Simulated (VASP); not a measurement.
Si:

```
CELL_PARAMETERS angstrom
0.00000 2.72212 2.72212
2.70742 0.00000 2.72212
2.70742 2.72212 0.00000
ATOMIC_POSITIONS crystal
Si 0.25000 0.25000 0.25000
Si 0.00000 0.00000 0.00000
```

This cell differs from its parent crystal: uniaxial x strain -0.5%.

Program: VASP 6.6.1. Alike in all runs: task single point; potentials or basis VASP PAW PBE potentials, release 64 (Si); no spin polarisation; cell as given; cutoff (eV) 520. Hardware: 1 thread of Intel(R) Xeon(R) 6975P-C (Granite Rapids), on a shared host.

Problem. Order these runs on this cell by their wall time, lowest first.
A. level r2SCAN; k mesh 8 × 8 × 8; smearing gaussian 0.01 eV
B. level HSE06; k mesh 6 × 6 × 6; smearing gaussian 0.01 eV; grid for exact exchange (PRECFOCK) Normal; screening parameter 0.2079 1/Å
C. level PBE; k mesh 8 × 8 × 8; smearing fermi-dirac 0.02 eV

Solution. C (11 s), A (43 s), B (410 s).
